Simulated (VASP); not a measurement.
# AlP5 (P4/mmm) in VASP: a series of runs

The runs below take AlP5 through single point, with PBE.

All numbers are computed with VASP 6.6.1; they aren't measurements. Logs are shortened: lines on timing, memory, paths and dates and some standing lists are left out, and cuts for length are marked.

### 1 The cell of the first run

It takes space group P4/mmm (No. 123, tetragonal). The conventional cell has a = 7.116 Å, b = 7.116 Å, c = 2.282 Å, α = 90.00°, β = 90.00°, γ = 90.00°. Within 3.0 Å of Al (site symmetry 4/mmm) lie 2 Al at 2.28 Å and 4 P at 2.66 Å. Within 3.0 Å of P (site symmetry m2m) lie 3 P at 2.28 to 2.37 Å and 1 Al at 2.66 Å. P (site symmetry 4/mmm) has 6 P at 2.28 to 2.37 Å within 3.0 Å.

The cell was generated, and may not be a known phase.

### 2 Single point, PBE

INCAR

```
  PREC = Accurate
  ENCUT = 520
  EDIFF = 1E-7
  ISMEAR = 0
  SIGMA = 0.1
  LREAL = F
  LASPH = T
  NELM = 80
  ALGO = Normal
  ISIF = 2
  LWAVE = F
  LCHARG = F
  GGA = PE
  NBANDS = 23
```

KPOINTS

```
Automatic mesh
0
Gamma
  4 4 4
```

POSCAR

```
AlP5
1.0
    7.1156939995      0.0000000000      0.0000000000
    0.0000000000      7.1156939995      0.0000000000
    0.0000000000      0.0000000000      2.2821384957
Al P
1 5
Direct
    0.5000000000      0.5000000000      0.0000000000
    0.7641419067      0.7641419067      0.0000000000
    0.2358580933      0.2358580933      0.0000000000
    0.2358580933      0.7641419067      0.0000000000
    0.7641419067      0.2358580933      0.0000000000
    0.0000000000      0.0000000000      0.0000000000
```

Potentials or basis: VASP PAW PBE potentials, release 64 (Al, P).

The run is started by

```console
> cat potpaw_PBE.64/Al/POTCAR potpaw_PBE.64/P/POTCAR > POTCAR
> mpirun -np 1 vasp_std > vasp.out
```

OUTCAR:

```text
PREC = Accurate
   ENCUT = 520
   EDIFF = 1E-7
   ISMEAR = 0
   LREAL = F
   LASPH = T
   NELM = 80
   ISIF = 2
   GGA = PE

 ion  position               nearest neighbor table
   1  0.500  0.500  0.000-   2 2.66   3 2.66   4 2.66   5 2.66
   2  0.764  0.764  0.000-   6 2.37   1 2.66
   3  0.236  0.236  0.000-   6 2.37   1 2.66
   4  0.236  0.764  0.000-   6 2.37   1 2.66
   5  0.764  0.236  0.000-   6 2.37   1 2.66
   6  0.000  0.000  0.000-   2 2.37   3 2.37   4 2.37   5 2.37

  LATTYP: Found a simple tetragonal cell.
 ALAT       =     7.1156939995
 C/A-ratio  =     0.3207190326

  Lattice vectors:

 A1 = (   7.1156939995,   0.0000000000,   0.0000000000)
 A2 = (   0.0000000000,   7.1156939995,   0.0000000000)
 A3 = (   0.0000000000,   0.0000000000,   2.2821384957)

Analysis of symmetry for initial positions (statically):
=====================================================================
 Subroutine PRICEL returns:
 Original cell was already a primitive cell.

 Routine SETGRP: Setting up the symmetry group for a
 simple tetragonal supercell.

 Subroutine GETGRP returns: Found 16 space group operations
 (whereof 16 operations were pure point group operations)
 out of a pool of 16 trial point group operations.

The static configuration has the point symmetry D_4h.

Analysis of symmetry for dynamics (positions and initial velocities):
=====================================================================
 Subroutine PRICEL returns:
 Original cell was already a primitive cell.

 Routine SETGRP: Setting up the symmetry group for a
 simple tetragonal supercell.

 Subroutine GETGRP returns: Found 16 space group operations
 (whereof 16 operations were pure point group operations)
 out of a pool of 16 trial point group operations.

The dynamic configuration has the point symmetry D_4h.

 Subroutine INISYM returns: Found 16 space group operations
 (whereof 16 operations are pure point group operations),
 and found     1 'primitive' translations

----------------------------------------------------------------------------------------

                                     Primitive cell

  volume of cell :     115.5517

  direct lattice vectors                    reciprocal lattice vectors
     7.115694000  0.000000000  0.000000000     0.140534430  0.000000000  0.000000000
     0.000000000  7.115694000  0.000000000     0.000000000  0.140534430  0.000000000
     0.000000000  0.000000000  2.282138496     0.000000000  0.000000000  0.438185501

  length of vectors
     7.115694000  7.115694000  2.282138496     0.140534430  0.140534430  0.438185501

  position of ions in fractional coordinates (direct lattice)
     0.500000000  0.500000000  0.000000000
     0.764141907  0.764141907  0.000000000
     0.235858093  0.235858093  0.000000000
     0.235858093  0.764141907  0.000000000
     0.764141907  0.235858093  0.000000000
     0.000000000  0.000000000  0.000000000

  ion indices of the primitive-cell ions
   primitive index   ion index
                 1           1
                 2           2
                 3           3
                 4           4
                 5           5
                 6           6

----------------------------------------------------------------------------------------

 KPOINTS: Automatic mesh

Automatic generation of k-mesh.
 Grid dimensions read from file:
 generate k-points for:    4    4    4

 Generating k-lattice:

  Cartesian coordinates                     Fractional coordinates (reciprocal lattice)
     0.035133607  0.000000000  0.000000000     0.250000000  0.000000000  0.000000000
     0.000000000  0.035133607  0.000000000     0.000000000  0.250000000  0.000000000
     0.000000000  0.000000000  0.109546375     0.000000000  0.000000000  0.250000000

  Length of vectors
     0.035133607  0.035133607  0.109546375

  Shift w.r.t. Gamma in fractional coordinates (k-lattice)
     0.000000000  0.000000000  0.000000000

 Subroutine IBZKPT returns following result:
 ===========================================

 Found     18 irreducible k-points:

 Following reciprocal coordinates:
            Coordinates               Weight
  0.000000  0.000000  0.000000      1.000000
  0.250000  0.000000  0.000000      4.000000
  0.500000  0.000000  0.000000      2.000000
  0.250000  0.250000  0.000000      4.000000
  0.500000  0.250000  0.000000      4.000000
  0.500000  0.500000  0.000000      1.000000
[... 10 lines left out ...]
  0.500000  0.250000  0.500000      4.000000
  0.500000  0.500000  0.500000      1.000000
   k-points           NKPTS =     18   k-points in BZ     NKDIM =     18   number of bands    NBANDS=     23
   number of dos      NEDOS =    301   number of ions     NIONS =      6
   total plane-waves  NPLWV =  52488
   dimension x,y,z NGX =    54 NGY =   54 NGZ =   18
   dimension x,y,z NGXF=   108 NGYF=  108 NGZF=   36
   ions per type =               1   5
   NGX,Y,Z   is equivalent  to a cutoff of  12.62, 12.62, 13.11 a.u.
   NGXF,Y,Z  is equivalent  to a cutoff of  25.23, 25.23, 26.22 a.u.
 SYSTEM =  unknown system
   PREC   = accura    normal or accurate (medium, high low for compatibility)
   ISTART =      0    job   : 0-new  1-cont  2-samecut
   ICHARG =      2    charge: 1-file 2-atom 10-const
   ISPIN  =      1    spin polarized calculation?
   LNONCOLLINEAR =      F non collinear calculations
   LSORBIT =      F    spin-orbit coupling
   LASPH  =      T    aspherical Exc in radial PAW
   ENCUT  =  520.0 eV  38.22 Ry    6.18 a.u.  13.23 13.23  4.24*2*pi/ulx,y,z
   NELM   =     80;   NELMIN=  2; NELMDL= -5     # of ELM steps
   EDIFF  = 0.1E-06   stopping-criterion for ELM
   LREAL  =      F    real-space projection
   EDIFFG = 0.1E-05   stopping-criterion for IOM
   NSW    =      0    number of steps for IOM
   IBRION =     -1    ionic relax: 0-MD 1-quasi-New 2-CG
   NFREE  =      0    steps in history (QN), initial steepest desc. (CG)
   ISIF   =      2    stress and relaxation
   ISYM   =      2    0-nonsym 1-usesym 2-fastsym
   POTIM  = 0.5000    time-step for ionic-motion
   TEBEG  =    0.0;   TEEND  =   0.0 temperature during run
   PSTRESS=    0.0 pullay stress
   NELECT =      28.0000    total number of electrons
   NUPDOWN=      -1.0000    fix difference up-down
   EMIN   =  10.00;   EMAX   =-10.00  energy-range for DOS
   EFERMI =   0.00;   METHOD = LEGACY
   ISMEAR =     0;   SIGMA  =   0.10  broadening in eV -4-tet -1-fermi 0-gaus
   EFERMI_NEDOS =   21; number of points for ismear=-14 and -15
   IALGO  =     38    algorithm
   IMIX   =      4    mixing-type and parameters
     AMIX     =   0.40;   BMIX     =  1.00
     AMIX_MAG =   1.60;   BMIX_MAG =  1.00
  volume/ion in A,a.u.               =      19.26       129.96
  Fermi-wavevector in a.u.,A,eV,Ry     =   1.020631  1.928713 14.173015  1.041687
  Thomas-Fermi vector in A             =   2.154211
   LORBIT       =      0    0 simple, 1 ext, 2 COOP (PROOUT), +10 PAW based schemes
   GGA     = PE    functional components
   LHFCALC =     F    Hartree Fock is set to
   AEXX    =    0.0000 exact exchange contribution
   IVDW    =     0    specifies the selected vdW correction
   LEPSILON=     F    determine dielectric tensor
   LRPA    =     F    only Hartree local field effects (RPA)
 non-spin polarized calculation
 Gauss-broadening in eV      SIGMA  =   0.10
  energy-cutoff  :      520.00
  volume of cell :      115.55
 maximum number of plane-waves:      3136
 NGX is ok and might be reduce to    54
   NGX = 27   NGY = 27   NGZ =  9

 number of electron      27.9999997 magnetization

 Free energy of the ion-electron system (eV)
  ---------------------------------------------------
  ext. energy  EPLUGINS =         0.00000000
  ---------------------------------------------------
  free energy    TOTEN  =       -27.08798375 eV

  energy without entropy =      -27.08031587  energy(sigma->0) =      -27.08414981

 E-fermi :   5.9086     XC(G=0):  -9.6350

 val. band max:        5.8341532719   @ k =   0.5000   0.0000   0.2500
 cond. band min:       5.9539789142   @ k =   0.2500   0.0000   0.5000
 fundamental gap:      0.1198256423
 Fermi energy:         5.9086118905

 k-point     1 :       0.0000    0.0000    0.0000
  band No.  band energies     occupation
      1      -9.8315      2.00000
      2      -7.4588      2.00000
      3      -7.4588      2.00000
      4      -6.5183      2.00000
      5      -5.8438      2.00000
      6      -1.1229      2.00000
[... 15 lines left out ...]
     22      13.2926      0.00000
     23      13.8312      0.00000

 k-point     2 :       0.2500    0.0000    0.0000
  band No.  band energies     occupation
      1      -9.8054      2.00000
      2      -7.6299      2.00000
      3      -7.3887      2.00000
      4      -6.6349      2.00000
      5      -5.5531      2.00000
      6      -2.0683      2.00000
[... 15 lines left out ...]
     22      13.0446      0.00000
     23      14.5355      0.00000

 k-point     3 :       0.5000    0.0000    0.0000
  band No.  band energies     occupation
      1      -9.7776      2.00000
      2      -7.7734      2.00000
      3      -7.2917      2.00000
      4      -6.7763      2.00000
      5      -5.2580      2.00000
      6      -2.5747      2.00000
[... 15 lines left out ...]
     22      12.4876      0.00000
     23      14.5474      0.00000

 k-point     4 :       0.2500    0.2500    0.0000
  band No.  band energies     occupation
      1      -9.7829      2.00000
      2      -7.5955      2.00000
      3      -7.4803      2.00000
      4      -6.7747      2.00000
      5      -5.3171      2.00000
      6      -2.0111      2.00000
[... 15 lines left out ...]
     22      13.0020      0.00000
     23      14.2834      0.00000

 k-point     5 :       0.5000    0.2500    0.0000
  band No.  band energies     occupation
      1      -9.7592      2.00000
      2      -7.6753      2.00000
      3      -7.4017      2.00000
      4      -6.9496      2.00000
      5      -5.0802      2.00000
      6      -2.1751      2.00000
[... 15 lines left out ...]
     22      12.5665      0.00000
     23      14.2552      0.00000

 k-point     6 :       0.5000    0.5000    0.0000
  band No.  band energies     occupation
      1      -9.7400      2.00000
      2      -7.5013      2.00000
      3      -7.5013      2.00000
      4      -7.1929      2.00000
      5      -4.9059      2.00000
      6      -1.3699      2.00000
[... 15 lines left out ...]
     22      12.5657      0.00000
     23      13.6980      0.00000

 k-point     7 :       0.0000    0.0000    0.2500
  band No.  band energies     occupation
      1      -8.1658      2.00000
      2      -5.7942      2.00000
      3      -5.7942      2.00000
      4      -4.8509      2.00000
      5      -4.1742      2.00000
      6       0.3887      2.00000
[... 197 lines left out ...]
     22      10.1062      0.00000
     23      10.3019      0.00000

 k-point    15 :       0.5000    0.0000    0.5000
  band No.  band energies     occupation
      1      -4.0577      2.00000
      2      -2.1228      2.00000
      3      -1.6942      2.00000
      4      -1.2741      2.00000
      5      -0.6642      2.00000
      6      -0.4182      2.00000
[... 15 lines left out ...]
     22       9.6742      0.00000
     23       9.9569      0.00000

 k-point    16 :       0.2500    0.2500    0.5000
  band No.  band energies     occupation
      1      -4.0607      2.00000
      2      -2.1293      2.00000
      3      -1.5261      2.00000
      4      -1.4470      2.00000
      5      -0.5249      2.00000
      6      -0.4339      2.00000
[... 15 lines left out ...]
     22      10.2731      0.00000
     23      10.3267      0.00000

 k-point    17 :       0.5000    0.2500    0.5000
  band No.  band energies     occupation
      1      -4.0431      2.00000
      2      -2.1036      2.00000
      3      -1.6037      2.00000
      4      -1.3773      2.00000
      5      -0.6224      2.00000
      6      -0.5888      2.00000
[... 15 lines left out ...]
     22      10.0927      0.00000
     23      10.5014      0.00000

 k-point    18 :       0.5000    0.5000    0.5000
  band No.  band energies     occupation
      1      -4.0280      2.00000
      2      -2.0835      2.00000
      3      -1.4710      2.00000
      4      -1.4710      2.00000
      5      -0.8547      2.00000
      6      -0.4347      2.00000
[... 15 lines left out ...]
     22      11.1741      0.00000
     23      11.1741      0.00000

------------------------ aborting loop because EDIFF is reached ----------------------------------------

  FORCE on cell =-STRESS in cart. coord.  units (eV):
  Direction    XX          YY          ZZ          XY          YZ          ZX
  --------------------------------------------------------------------------------------
  -------------------------------------------------------------------------------------
  Total       -0.0177191     -0.0177191     -0.0100437      0.0000000      0.0000000     -0.0000000
  in kB       -0.2456840     -0.2456840     -0.1392604      0.0000000      0.0000000     -0.0000000
  external PRESSURE =      -0.2102095 kB  Pullay stress =       0.0000000 kB

 VOLUME and BASIS-vectors are now :
 -----------------------------------------------------------------------------
  energy-cutoff  :      520.00
  volume of cell :      115.55
      direct lattice vectors                 reciprocal lattice vectors
     7.115694000  0.000000000  0.000000000     0.140534430  0.000000000  0.000000000
     0.000000000  7.115694000  0.000000000     0.000000000  0.140534430  0.000000000
     0.000000000  0.000000000  2.282138496     0.000000000  0.000000000  0.438185501

 POSITION                                       TOTAL-FORCE (eV/Angst)
 -----------------------------------------------------------------------------------
      3.55785      3.55785      0.00000        -0.000000     -0.000000      0.000000
      5.43740      5.43740      0.00000         0.021922      0.021922      0.000000
      1.67829      1.67829      0.00000        -0.021922     -0.021922     -0.000000
      1.67829      5.43740      0.00000        -0.021922      0.021922      0.000000
      5.43740      1.67829      0.00000         0.021922     -0.021922     -0.000000
      0.00000      0.00000      0.00000        -0.000000     -0.000000      0.000000
 -----------------------------------------------------------------------------------
    total drift:                                0.000000     -0.000000     -0.000000

  FREE ENERGIE OF THE ION-ELECTRON SYSTEM (eV)
  ---------------------------------------------------
  free  energy   TOTEN  =       -27.0879837525 eV

  energy  without entropy=      -27.0803158718  energy(sigma->0) =      -27.08414981
```

Wall time 57 s (1 thread of Intel Xeon 8259CL, shared host); peak memory 0.23 GiB.

Results:

```
Free energy            : -27.0880 eV
Pressure               : 0.0 GPa
Largest force          : 0.031 eV/Å
Band gap on the k mesh : zero (bands 14 and 15 overlap by 0.57 eV)
```

Forces on the atoms (eV/Å):
```
Al   0.000  0.000  0.000
P    0.022  0.022  0.000
P   -0.022 -0.022  0.000
P   -0.022  0.022  0.000
P    0.022 -0.022  0.000
P    0.000  0.000  0.000
```

Levels at points of the mesh, in eV from the Fermi level:
```csv
k point,band 11,band 12,band 13,band 14,band 15,band 16,band 17,band 18
"(0.00, 0.00, 0.00)",-2.27,-2.27,-0.92,-0.33,-0.33,0.17,2.78,3.49
"(0.50, 0.00, 0.00)",-3.30,-3.19,-1.92,-1.54,2.29,3.22,3.43,3.47
"(0.50, 0.50, 0.00)",-3.36,-2.75,-1.75,-0.79,0.19,0.19,6.24,6.31
"(0.00, 0.00, 0.50)",-2.34,-2.34,-0.92,-0.14,0.76,1.30,2.18,2.18
"(0.50, 0.00, 0.50)",-3.16,-1.56,-1.30,0.21,0.33,1.15,2.44,2.48
"(0.50, 0.50, 0.50)",-2.18,-2.18,-1.05,-1.04,0.80,1.59,1.59,1.92
```

Caveat: the k points lie up to 0.69 Å⁻¹ apart, too coarse for converged energies and pressures of a metal; semilocal functionals underestimate gaps, and a narrow one can read as zero.

### 3 Single point, PBE

This run uses another cell than the first one, of 21.53 Å³/atom.

INCAR

```
SYSTEM = AlP5
ALGO = Normal ; EDIFF = 1E-6
ENCUT = 520 ; GGA = PE
ISIF = 2 ; ISMEAR = 0
LASPH = .True. ; LCHARG = .False.
LREAL = .False. ; LWAVE = .False.
NBANDS = 23 ; NELM = 80
PREC = Accurate ; SIGMA = 0.1
```

KPOINTS

```
k-points
0
Gamma
  4 4 4
  0 0 0
```

POSCAR

```
AlP5
1.0
    5.1954277400      0.0000000000      0.0000000000
    0.0000000000      5.1954277400      0.0000000000
    0.0000000000      0.0000000000      4.7862086500
Al P
1 5
Direct
    0.5000000000      0.5000000000      0.0000000000
    0.7184055600      0.7184055600      0.0000000000
    0.2815944400      0.2815944400      0.0000000000
    0.2815944400      0.7184055600      0.0000000000
    0.7184055600      0.2815944400      0.0000000000
    0.0000000000      0.0000000000      0.0000000000
```

Potentials or basis: VASP PAW PBE potentials, release 64 (Al, P).

The run is started by

```console
> cat potpaw_PBE.64/Al/POTCAR potpaw_PBE.64/P/POTCAR > POTCAR
> mpirun -np 1 vasp_std > vasp.out
```

Wall time 62 s (1 thread of Intel Xeon 8259CL, shared host); peak memory 0.23 GiB.

Results (log left out):

| Item | Value |
| --- | --- |
| Free energy | 1.1464 eV |
| Pressure | 82.8 GPa |
| Largest force | 26.169 eV/Å |
| Band gap on the k mesh | zero (bands 14 and 15 overlap by 1.77 eV) |

Forces on the atoms (eV/Å):
```
Al    0.000   0.000   0.000
P    18.504  18.504   0.000
P   -18.504 -18.504   0.000
P   -18.504  18.504   0.000
P    18.504 -18.504   0.000
P     0.000   0.000   0.000
```

Stress tensor (GPa, compression positive):
```
124.26   0.00   0.00
  0.00 124.26   0.00
  0.00   0.00  -0.22
```

Levels at points of the mesh, in eV from the Fermi level:
| k point | band 12 | band 13 | band 14 | band 15 | band 16 | band 17 |
| --- | --- | --- | --- | --- | --- | --- |
| (0.00, 0.00, 0.00) | -1.77 | -1.42 | 1.51 | 1.73 | 2.16 | 2.79 |
| (0.50, 0.00, 0.00) | -1.68 | -1.58 | 0.15 | 0.22 | 1.26 | 2.38 |
| (0.50, 0.50, 0.00) | -2.71 | -2.71 | -0.34 | -0.01 | -0.01 | 3.09 |
| (0.00, 0.00, 0.50) | -2.20 | -1.34 | 1.44 | 2.16 | 2.85 | 3.07 |
| (0.50, 0.00, 0.50) | -1.99 | -1.56 | -0.19 | -0.19 | 1.35 | 2.47 |
| (0.50, 0.50, 0.50) | -3.17 | -3.17 | -0.31 | 0.03 | 0.03 | 3.54 |

Caveat: the stress differs along the axes, from -0 to 124 GPa; forces of over 1 eV/Å act on the atoms, so gaps and moduli don't describe the material at rest.

The gap in the log of VASP goes by the Fermi energy; the results here count the filled bands.